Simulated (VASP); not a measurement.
Set up this calculation in VASP 6.6.1, as the native input.

| Quantity | Value |
| --- | --- |
| Task | single point |
| Functional | PBE |
| Potentials or basis | VASP PAW PBE potentials, release 64 (K_sv, Ta_pv, O) |
| Cutoff | 520 eV |
| k mesh | 5 × 5 × 5 |
| Occupations | fermi-dirac, width 0.01 eV |
| Spin | no spin polarisation |
| Dipole correction | no |
| Further INCAR settings | ALGO = Normal; EDIFF = 1e-07; NBANDS = 27 |

The structure of KTaO3 lies in POSCAR:

```
KTaO3
1.0
    3.9883000000      0.0000000000      0.0000000000
    0.0000000000      3.9883000000      0.0000000000
    0.0000000000      0.0000000000      4.1079490000
K Ta O
1 1 3
Direct
    0.5000000000      0.5000000000      0.5000000000
    0.0000000000      0.0000000000      0.0000000000
    0.5000000000      0.0000000000      0.0000000000
    0.0000000000      0.5000000000      0.0000000000
    0.0000000000      0.0000000000      0.5000000000
```

This cell differs from its parent crystal: zz strain of +3 %.

One way to write it, as run:

INCAR

```
PREC     = Accurate       # precision mode
ENCUT    = 520            # plane-wave cutoff, eV
EDIFF    = 1E-7           # SCF threshold, eV
ISMEAR   = -1             # smearing method
SIGMA    = 0.01           # smearing width, eV
LREAL    = F              # projectors in reciprocal space
LASPH    = T              # aspherical terms in the spheres
NELM     = 80             # most SCF steps
ALGO     = Normal         # electronic algorithm
ISIF     = 2              # what is computed and relaxed
LWAVE    = F              # write WAVECAR
LCHARG   = T              # write CHGCAR
GGA      = PE             # functional
LELF     = T              # ELF
LVHAR    = T            
NBANDS   = 27             # bands
```

KPOINTS

```
regular mesh
0
Gamma
  5 5 5
```

Potentials or basis: VASP PAW PBE potentials, release 64 (K_sv, Ta_pv, O).

Command:

```bash
$ cat potpaw_PBE.64/K_sv/POTCAR potpaw_PBE.64/Ta_pv/POTCAR potpaw_PBE.64/O/POTCAR > POTCAR
$ mpirun -np 1 vasp_std > vasp.out
```

It gave:

```
Pressure               : 0.4 GPa
Band gap on the k mesh : 2.19 eV, indirect (least direct gap 2.69 eV)
```

Caveat: the cell differs from its parent crystal (zz strain of +3 %); spin-orbit coupling is left out, which moves the levels of the heavy elements.

Wall time 81 s on 1 thread of Intel Xeon 8259CL (shared host), peak memory 0.19 GiB.
